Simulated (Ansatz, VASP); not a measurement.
# Sn in VASP and in Ansatz

```
Sn
1.0
     5.12130    0.00000    0.00000
    -2.56065    4.43518    0.00000
     0.00000    0.00000    3.11847
Sn
3
Direct
  0.00000 0.00000 0.00000
  0.33333 0.66667 0.50000
  0.66667 0.33333 0.50000
```

Alike in both runs: task single point; functional LDA; k mesh 8 × 8 × 11; occupations fermi-dirac, width 0.1 eV; no spin polarisation.

|  | VASP | Ansatz |
| --- | --- | --- |
| version | VASP 6.6.1 | Ansatz 0.2.0 |
| potentials or method | VASP PAW LDA potentials, release 64 (Sn_d), cutoff 520 eV | plane waves (420 eV) with PAW, scalar-relativistic |
| valence electrons in the cell | 42 | 42 |

|  | VASP | Ansatz | Ansatz less VASP |
| --- | --- | --- | --- |
| pressure (GPa) | 6.5 | 6.4 | -0.03 |
| traceless stress, the component that is largest in VASP (GPa) | -2.84 | -2.85 | -0.010 |

Ansatz warns that its potentials were made for another functional, while VASP's fit it. LDA's correlation is that of Perdew and Zunger in VASP and of Perdew and Wang (1992) in Ansatz.
